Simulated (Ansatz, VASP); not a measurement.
# One calculation of Y, two programs

```xyz
2
Lattice="3.5729 0.0000 0.0000 -1.7865 3.0943 0.0000 0.0000 0.0000 5.6136" Properties=species:S:1:pos:R:3 pbc="T T T"
Y     0.0000    2.0628    1.4034
Y     1.7865    1.0314    4.2102
```

Alike in both runs: task single point; functional PBE; k mesh 9 × 9 × 5; no spin polarisation.

```csv
,VASP,Ansatz
version,VASP 6.6.1,Ansatz 0.2.0
potentials or method,"VASP PAW PBE potentials, release 64 (Y_sv), cutoff 520 eV","plane waves, PAW"
occupations,"fermi-dirac, width 0.1 eV",fermi-dirac
valence electrons in the cell,22,22
```

VASP gave:

- pressure (GPa): 2.5
- traceless stress, the component that is largest in VASP (GPa): -0.16

Estimate Ansatz's values.

pressure (GPa): 2.6; traceless stress, the component that is largest in VASP (GPa): -0.17.
